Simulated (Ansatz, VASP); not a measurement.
**Two plane-wave programs on Se**

INCAR

```
SYSTEM = Se
PREC = Accurate
ENCUT = 520
EDIFF = 1E-6
ISMEAR = -1
SIGMA = 0.1
LREAL = .False.
LASPH = .True.
NELM = 100
ALGO = Normal
ISIF = 2
LWAVE = .False.
LCHARG = .False.
GGA = PS
NBANDS = 13
```

File KPOINTS:

```
regular mesh
0
Gamma
  5 5 5
  0 0 0
```

File POSCAR:

```
Se
1.0
    0.0000000000      3.0975334989      3.0975334989
    3.0975334989      0.0000000000      3.0975334989
    3.0975334989      3.0975334989      0.0000000000
Se
2
Direct
    0.5000000000      0.5000000000      0.5000000000
    0.7500000000      0.7500000000      0.7500000000
```

Input for Ansatz:

```yaml
crystal:
  lattice:
    - [0.0, 3.0975334988578624, 3.0975334988578624]
    - [3.0975334988578624, 0.0, 3.0975334988578624]
    - [3.0975334988578624, 3.0975334988578624, 0.0]
  atoms:
    - { symbol: Se, position: [0.5, 0.5, 0.5] }
    - { symbol: Se, position: [0.75, 0.75, 0.75] }
basis:
  ecutwfc: 630.0
  ecutrho_ratio: 4
kpoints:
  mp_grid:
    grid: [5, 5, 5]
hamiltonian:
  xc: pbesol
scf:
  mixing:
    algorithm: msr1
  occupations:
    method: fermi_dirac
    width: 0.1
  eigensolver:
    kind: davidson
    mixed_precision: false
output:
  stress: true
```

Alike in both runs: task single point; functional PBEsol; k mesh 5 × 5 × 5; occupations fermi-dirac, width 0.1 eV; no spin polarisation.

|  | VASP | Ansatz |
| --- | --- | --- |
| version | VASP 6.6.1 | Ansatz 0.2.0 |
| potentials or method | VASP PAW PBE potentials, release 64 (Se), cutoff 520 eV | plane waves, PAW |
| valence electrons in the cell | 12 | 32 |

```tsv
	VASP	Ansatz	Ansatz less VASP
pressure (GPa)	0.6	0.5	-0.08
```

VASP's potentials were made for PBE, not for PBEsol. With one functional, cell and mesh, what is left measures potentials, basis and numerics. VASP's potentials hold 12 valence electrons a cell and Ansatz's 32, so a difference there can come from the potentials and not from the codes.
